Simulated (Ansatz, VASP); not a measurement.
**NbAs in VASP and in Ansatz**

```
Nb As
1.0
     3.65560    0.00000    0.00000
    -1.82780    3.16584    0.00000
     0.00000    0.00000    7.06269
Nb As
2 2
Direct
  0.66667 0.33333 0.21223
  0.00000 0.00000 0.61042
  0.00000 0.00000 0.97914
  0.33333 0.66667 0.42538
```

Alike in both runs: functional PBE; k mesh 6 × 6 × 4; occupations gaussian, width 0.1 eV; no spin polarisation.

Ansatz relaxed the structure, and its values are those at the end. VASP's run is a single point on that final structure, the one shown.

|  | VASP | Ansatz |
| --- | --- | --- |
| version | VASP 6.6.1 | Ansatz 0.2.0 |
| potentials or method | VASP PAW PBE potentials, release 64 (Nb_sv, As), cutoff 520 eV | scalar-relativistic, plane waves, PAW |
| valence electrons in the cell | 36 | 56 |

|  | VASP | Ansatz | Ansatz less VASP |
| --- | --- | --- | --- |
| gap on the k mesh at the Fermi level (eV) | none | none | - |
| pressure (GPa) | 0.1 | 0.0 | -0.06 |
| rms of the force components (eV/Å) | 0.011 | 0.008 | -0.0033 |

A gap of «none» marks a metal or a gap that the smearing closes. The functional is the same, so the differences come from potentials, cutoffs and numerics. VASP's potentials hold 36 valence electrons a cell and Ansatz's 56, so a difference there can come from the potentials and not from the codes.
